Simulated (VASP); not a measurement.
A run of VASP 6.6.1 is set up as follows.

File INCAR:

```
PREC = Accurate ; ENCUT = 600
EDIFF = 1E-6 ; ISMEAR = 0
SIGMA = 0.05 ; LREAL = False
LASPH = True ; NELM = 120
ALGO = Normal ; ISIF = 2
LWAVE = False ; LCHARG = True
GGA = PE ; LELF = True
LVHAR = True ; NBANDS = 35
GGA_COMPAT = False
```

Contents of KPOINTS:

```
regular mesh
0
Gamma
  6 6 8
```

POSCAR

```
SnO2
1.0
    4.8277049961      0.0000000000      0.0000000000
    0.0000000000      4.8277049961      0.0000000000
    0.0000000000      0.0000000000      3.2379909406
Sn O
2 4
Direct
    0.0106219438      0.0137651276      0.0306066156
    0.4957809142      0.5087671439      0.4938598035
    0.3052741719      0.3017792507     -0.0058564316
    0.1912349924      0.8058582964      0.5120327235
    0.6861442487      0.6837935320     -0.0010072432
    0.8109437288      0.1860366494      0.4703645321
```

Potentials or basis: VASP PAW PBE potentials, release 64 (Sn_d, O).

The run is started by

```sh
$ cat potpaw_PBE.64/Sn_d/POTCAR potpaw_PBE.64/O/POTCAR > POTCAR
$ mpirun -np 1 vasp_std > vasp.out
```

Task: Estimate the pressure.

Result: 4.1 GPa.

Task: Predict the band gap on the k mesh.

Result: 0.77 eV, direct.

Task: Estimate the largest force.

Result: 3.393 eV/Å.

Forces on the atoms (eV/Å):
```
Sn  -0.468 -1.921 -2.758
Sn   0.398 -0.801  0.194
O    0.711  0.717 -0.048
O   -0.066 -0.015  0.366
O    0.818  0.796 -0.209
O   -1.393  1.225  2.454
```

Caveat: the cell differs from its parent crystal (atoms moved at random); spin-orbit coupling is left out, which moves the levels of the heavy elements; forces of over 1 eV/Å act on the atoms, so gaps and moduli don't describe the material at rest.
